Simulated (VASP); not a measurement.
Input of a VASP 6.6.1 run:

The input INCAR:

```
SYSTEM = NaF
ALGO = Normal ; EDIFF = 1E-6
ENCUT = 520 ; GGA = PS
ISIF = 2 ; ISMEAR = 0
LASPH = .True. ; LCHARG = .False.
LREAL = .False. ; LWAVE = .False.
NBANDS = 14 ; NELM = 60
PREC = Accurate ; SIGMA = 0.02
```

Contents of KPOINTS:

```
k-points
0
Gamma
  8 8 8
  0 0 0
```

File POSCAR:

```
NaF
1.0
    0.0000000000      2.2917144375      2.2917144375
    2.2917144375      0.0000000000      2.2917144375
    2.2917144375      2.2917144375      0.0000000000
Na F
1 1
Direct
    0.0000000000      0.0000000000      0.0000000000
    0.5000000000      0.5000000000      0.5000000000
```

Potentials or basis: VASP PAW PBE potentials, release 64 (Na_pv, F).

Command:

```console
$ cat potpaw_PBE.64/Na_pv/POTCAR potpaw_PBE.64/F/POTCAR > POTCAR
$ mpirun -np 1 vasp_std > vasp.out
```

(1) Predict the pressure.

(2) What does it give for the band gap on the k mesh?

Results:

(1) 1.5 GPa.

(2) 6.33 eV, direct.

Caveat: the PAW data sets were made with another functional, which shifts forces and pressure a little.
